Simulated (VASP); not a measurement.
Set up this calculation in VASP 6.6.1, as the native input.

* Task: single point
* Functional: PBE
* Potentials or basis: VASP PAW PBE potentials, release 64 (Ge_d, N, C)
* Cutoff: 520 eV
* k mesh: 12 × 12 × 12
* Occupations: gaussian, width 0.1 eV
* Spin: no spin polarisation
* Dipole correction: no
* Further INCAR settings: ALGO = Normal; EDIFF = 1e-06; NBANDS = 22

The structure of GeCN2 lies in POSCAR:

```
GeCN2
1.0
    1.7937903697      1.0356453528      4.9219572124
   -1.7937903697      1.0356453528      4.9219572124
    0.0000000000     -2.0712907056      4.9219572124
Ge N C
1 2 1
Direct
    0.0000000000      0.0000000000      0.0000000000
    0.5839044000      0.5839044000      0.5839044000
    0.4160956000      0.4160956000      0.4160956000
    0.5000000000      0.5000000000      0.5000000000
```

One way to write it, as run:

INCAR

```
PREC = Accurate
ENCUT = 520
EDIFF = 1E-6
ISMEAR = 0
SIGMA = 0.1
LREAL = False
LASPH = True
NELM = 60
ALGO = Normal
ISIF = 2
LWAVE = False
LCHARG = False
GGA = PE
NBANDS = 22
```

KPOINTS

```
Automatic mesh
0
Gamma
  12 12 12
```

Potentials or basis: VASP PAW PBE potentials, release 64 (Ge_d, N, C).

Run with:

```bash
$ cat potpaw_PBE.64/Ge_d/POTCAR potpaw_PBE.64/N/POTCAR potpaw_PBE.64/C/POTCAR > POTCAR
$ mpirun -np 1 vasp_std > vasp.out
```

Results of the run:

```yaml
Pressure: 0.1 GPa
Largest_force: 0.074 eV/Å
Band_gap_on_the_k_mesh: 1.04 eV (least direct gap 1.95 eV)
```

Run time: 6.6 min on 1 thread of AMD EPYC 9R14 (Zen 4), on a shared host, peak memory 0.37 GiB.
